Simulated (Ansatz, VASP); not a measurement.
GdN: VASP beside Ansatz

```
CELL_PARAMETERS angstrom
0.00000 2.49280 2.49280
2.49280 0.00000 2.49280
2.49280 2.49280 0.00000
ATOMIC_POSITIONS crystal
Gd 0.50000 0.50000 0.50000
N 0.00000 0.00000 0.00000
```

Alike in both runs: task single point; functional LDA; k mesh 12 × 12 × 12; occupations gaussian, width 0.05 eV; collinear spin.

|  | VASP | Ansatz |
| --- | --- | --- |
| version | VASP 6.6.1 | Ansatz 0.2.0 |
| potentials or method | VASP PAW PBE potentials, release 64 (Gd, N), cutoff 520 eV | scalar-relativistic, plane waves, PAW |
| valence electrons in the cell | 23 | 23 |

VASP gave:

* gap on the k mesh at the Fermi level (eV): none
* pressure (GPa): -8.9
* net moment per atom (μB): 3.50
* size of the moment on the site where the two differ most (μB): 6.81

Question: Which values does Ansatz return?

Answer: gap on the k mesh at the Fermi level (eV): none; pressure (GPa): -9.5; net moment per atom (μB): 3.50; size of the moment on the site where the two differ most (μB): 6.85.

VASP's potentials were made for PBE, not for LDA. LDA's correlation is that of Perdew and Zunger in VASP and of Perdew and Wang (1992) in Ansatz. Site moments also hang on the region over which each program counts them. A gap of «none» marks a metal or a gap that the smearing closes.

Spin-orbit coupling is off throughout.
